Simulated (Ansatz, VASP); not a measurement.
# One calculation of Lu, two programs

File INCAR:

```
SYSTEM = Lu
ALGO = Normal
EDIFF = 1E-7
ENCUT = 520
GGA = PE
ISIF = 2
ISMEAR = -1
LASPH = .TRUE.
LCHARG = .FALSE.
LREAL = .FALSE.
LWAVE = .FALSE.
NBANDS = 18
NELM = 60
PREC = Accurate
SIGMA = 0.05
```

File KPOINTS:

```
k-points
0
G
  15 15 15
  0 0 0
```

The input POSCAR:

```
Lu
1.0
    0.0000000000      2.4689644329      2.4689644329
    2.4689644329      0.0000000000      2.4689644329
    2.4689644329      2.4689644329      0.0000000000
Lu
1
Direct
    0.0000000000      0.0000000000      0.0000000000
```

Input for Ansatz:

```yaml
crystal:
  lattice:
    - [0.0, 2.4689644329, 2.4689644329]
    - [2.4689644329, 0.0, 2.4689644329]
    - [2.4689644329, 2.4689644329, 0.0]
  atoms:
    - { symbol: Lu, position: [0.0, 0.0, 0.0] }
kpoints:
  mp_grid: { grid: [15, 15, 15] }
scf:
  occupations: { method: fermi_dirac, width: 0.05 }
hamiltonian:
  xc: pbe
  pseudopotentials: { kind: all_electron, lapw: { basis_error: 0.00025 } }
output:
  forces: true
  stress: true
  eigenvalues: true
```

Change from the starting cell: volume scaled by 1.04.

Alike in both runs: task single point; functional PBE; k mesh 15 × 15 × 15; occupations fermi-dirac, width 0.05 eV; no spin polarisation.

```csv
,VASP,Ansatz
version,VASP 6.6.1,Ansatz 0.2.0
potentials or method,"VASP PAW PBE potentials, release 64 (Lu), cutoff 520 eV","all-electron LAPW, scalar-relativistic"
```

```tsv
	VASP	Ansatz	Ansatz less VASP
pressure (GPa)	-1.4	-1.5	-0.12
```

Ansatz ran all-electron here, and VASP with PAW potentials.

Spin-orbit coupling is off throughout.
